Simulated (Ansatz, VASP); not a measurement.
**NaCl: VASP beside Ansatz**

Contents of POSCAR:

```
NaCl
1.0
    0.0000000000      2.8026988074      2.8026988074
    2.8026988074      0.0000000000      2.8026988074
    2.8026988074      2.8026988074      0.0000000000
Na Cl
1 1
Direct
    0.0000000000      0.0000000000      0.0000000000
    0.5000000000      0.5000000000      0.5000000000
```

Contents of INCAR.step1:

```
PREC = Accurate
ENCUT = 520
EDIFF = 1E-5
ISMEAR = 0
SIGMA = 0.01
LREAL = F
LASPH = T
NELM = 80
ALGO = Normal
ISIF = 2
LWAVE = T
NBANDS = 14
GGA = PE
```

INCAR.step2

```
PREC = Accurate
ENCUT = 520
EDIFF = 1E-7
ISMEAR = 0
SIGMA = 0.01
LREAL = F
LASPH = T
NELM = 80
ALGO = Normal
ISIF = 2
LWAVE = F
LCHARG = T
GGA = PE
LHFCALC = T
AEXX = 0.05
HFSCREEN = 0.5
PRECFOCK = Normal
LELF = T
LVHAR = T
NBANDS = 14
ISTART = 1
```

Contents of KPOINTS:

```
regular mesh
0
Gamma
  4 4 4
```

Input for Ansatz:

```yaml
crystal:
  lattice:
    - [0.0, 2.8026988074, 2.8026988074]
    - [2.8026988074, 0.0, 2.8026988074]
    - [2.8026988074, 2.8026988074, 0.0]
  atoms:
    - { symbol: Na, position: [0.0, 0.0, 0.0] }
    - { symbol: Cl, position: [0.5, 0.5, 0.5] }
kpoints:
  mp_grid: { grid: [4, 4, 4] }
hamiltonian:
  xc: { exchange: pbe, correlation: pbe, exx: { coeff: 0.05, omega: 0.5 } }
scf:
  occupations: { method: fixed }
  n_extra_bands: 4
output:
  forces: true
  stress: true
  eigenvalues: true
```

Alike in both runs: task single point; functional PBE-based screened hybrid with a share of 0.05 of exact exchange and HFSCREEN = 0.5; k mesh 4 × 4 × 4; no spin polarisation.

|  | VASP | Ansatz |
| --- | --- | --- |
| version | VASP 6.6.1 | Ansatz 0.2.0 |
| potentials or method | VASP PAW PBE potentials, release 64 (Na_pv, Cl) | plane waves |
| plane-wave cutoff (eV) | 520 | 420 |
| occupations | gaussian, width 0.01 eV | fixed |
| valence electrons in the cell | 14 | 16 |

|  | VASP | Ansatz | Ansatz less VASP |
| --- | --- | --- | --- |
| gap on the k mesh at the Fermi level (eV) | 5.32 | 5.33 | +0.002 |
| pressure (GPa) | 1.2 | 1.2 | +0.01 |

VASP's potentials were made for PBE, not for PBE-based screened hybrid. VASP's potentials hold 14 valence electrons a cell and Ansatz's 16, so a difference there can come from the potentials and not from the codes. Ansatz's warnings: stress exchange threshold loose, stress scf threshold loose.

The k mesh is coarse, so the values compare programs but aren't converged.
